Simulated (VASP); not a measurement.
Be3Te: single point with PBE

The system is Be3Te.

```xyz
4
Lattice="4.2151 0.0000 0.0000 -2.1076 3.6504 0.0000 0.0000 0.0000 4.4284" Properties=species:S:1:pos:R:3 pbc="T T T"
Be    3.1614    0.6084    1.8925
Be    2.1076    2.4336    1.8925
Be    1.0538    0.6084    1.8925
Te    0.0000    2.4336    4.7994
```

The cell was generated, and may not be a known phase.

```yaml
Program: VASP 6.6.1
Task: single point
Functional: PBE
Potentials_or_basis: VASP PAW PBE potentials, release 64 (Be, Te)
Cutoff: 600 eV
k_mesh: 6 × 6 × 4
Occupations: gaussian, width 0.2 eV
Spin: no spin polarisation
```

```json
{
  "Pressure": "0.3 GPa",
  "Largest force": "0.014 eV/Å",
  "Band gap on the k mesh": "zero (bands 6 and 7 overlap by 0.28 eV)"
}
```

Forces on the atoms (eV/Å):
```
Be   0.000  0.000  0.005
Be   0.000  0.000  0.005
Be   0.000  0.000  0.005
Te   0.000  0.000 -0.014
```

Stress tensor (GPa, compression positive):
```
0.36 0.00 0.00
0.00 0.36 0.00
0.00 0.00 0.09
```

Levels at points of the mesh, in eV from the Fermi level:
```tsv
k point	band 3	band 4	band 5	band 6	band 7	band 8	band 9	band 10
(0.00, 0.00, 0.00)	-3.36	-3.36	-3.20	-2.26	1.02	2.84	2.84	3.89
(0.50, 0.00, 0.00)	-3.97	-3.83	-2.73	-0.88	0.06	1.79	3.65	4.52
(0.00, 0.00, 0.50)	-2.93	-2.93	-2.13	0.34	0.68	2.00	2.00	3.25
(0.50, 0.00, 0.50)	-5.72	-3.55	-3.36	-2.66	1.21	1.55	5.46	5.74
```

Run time: 21 s on 1 thread of Intel(R) Xeon(R) Platinum 8488C (Sapphire Rapids), with other jobs on the host, peak memory 0.2 GiB.

Caveat: semilocal functionals underestimate gaps, and a narrow one can read as zero; spin-orbit coupling is left out, which moves the levels of the heavy elements.
